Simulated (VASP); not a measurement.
Crystal: Ge.

```
Ge
1.0
     0.00000    2.84765    2.84765
     2.84765    0.00000    2.84765
     2.84765    2.84765    0.00000
Ge
2
Direct
  0.75000 0.75000 0.75000
  0.50000 0.50000 0.50000
```

Base run:

* Program: VASP 6.6.1
* Functional: r2SCAN
* Potentials or basis: VASP PAW PBE potentials, release 64 (Ge_d)
* Cutoff: 520 eV
* k mesh: 8 × 8 × 8
* Occupations: fermi-dirac, width 0.05 eV
* Spin: no spin polarisation

Its results: band gap on the k mesh 0.21 eV, direct; pressure -0.7 GPa.

Problem. After a change of settings the same cell gave: band gap on the k mesh zero (filled and empty bands touch); pressure -0.7 GPa. Which change was it?
A. functional from r2SCAN to PBE exchange alone
B. functional from r2SCAN to PBEsol
C. functional from r2SCAN to RPBE; further incar settings from ALGO = Normal; EDIFF = 1e-06; NBANDS = 21 to ALGO = Normal; EDIFF = 1e-07; NBANDS = 21
D. functional from r2SCAN to HSE06; k mesh from 8 × 8 × 8 to 4 × 4 × 4

Solution. B.

r2SCAN gives the wider gap, since meta-GGAs in the generalised Kohn-Sham scheme recover part of the derivative discontinuity.

Caveats: the PAW data sets were made with another functional, which shifts forces and pressure a little.
